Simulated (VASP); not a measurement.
F: single point with PBE0

Crystal: F.

```
CELL_PARAMETERS angstrom
2.47285 -1.61043 0.00000
2.47285 1.61043 0.00000
0.00000 0.00000 6.54497
ATOMIC_POSITIONS crystal
F 0.90542 0.09458 0.09639
F 0.59458 0.40542 0.59639
F 0.40542 0.59458 0.40361
F 0.09458 0.90542 0.90361
```

```json
{
  "Program": "VASP 6.6.1",
  "Task": "single point",
  "Functional": "PBE0",
  "Potentials or basis": "VASP PAW PBE potentials, release 64 (F)",
  "Cutoff": "520 eV",
  "k mesh": "6 × 6 × 4",
  "Occupations": "gaussian, width 0.01 eV",
  "Spin": "no spin polarisation",
  "Dipole correction": "no",
  "Grid for exact exchange (PRECFOCK)": "Normal",
  "Further INCAR settings": "ALGO = Normal; EDIFF = 1e-06; NBANDS = 22",
  "Share of exact exchange": "0.25"
}
```

| Item | Value |
| --- | --- |
| Pressure | 0.9 GPa |
| Largest force | 0.515 eV/Å |
| Band gap on the k mesh | 6.90 eV |

Forces in eV/Å, atoms in the order of the input:
```
F    0.000 -0.218 -0.466
F    0.000  0.218 -0.466
F    0.000 -0.218  0.466
F    0.000  0.218  0.466
```

Stress tensor (GPa, compression positive):
```
 2.10  0.00  0.00
 0.00  1.63  0.00
 0.00  0.00 -1.03
```

Levels at points of the mesh, in eV from the valence-band top:
```tsv
k point	band 12	band 13	band 14	band 15	band 16	band 17
(0.00, 0.00, 0.00)	-0.18	-0.04	0.00	6.90	8.26	13.34
(0.50, 0.00, 0.00)	-0.56	-0.10	-0.10	7.71	7.71	18.32
(0.50, 0.50, 0.00)	-0.67	-0.26	-0.25	7.34	8.12	18.66
(0.00, 0.00, 0.50)	-0.37	-0.02	-0.02	7.53	7.53	14.40
(0.50, 0.00, 0.50)	-0.49	-0.05	-0.05	7.68	7.68	18.58
(0.50, 0.50, 0.50)	-0.61	-0.48	-0.48	7.72	7.72	19.10
```

Run time: 26 min on 4 MPI ranks on AMD EPYC 7R13 Processor (Zen 3) (shared host), peak memory 0.19 GiB a rank.

Caveat: this functional lacks dispersion, which holds the molecules together, so the pressure and a relaxed volume are unreliable; the PAW data sets were made with another functional, which shifts forces and pressure a little. A k mesh can miss the band edges.
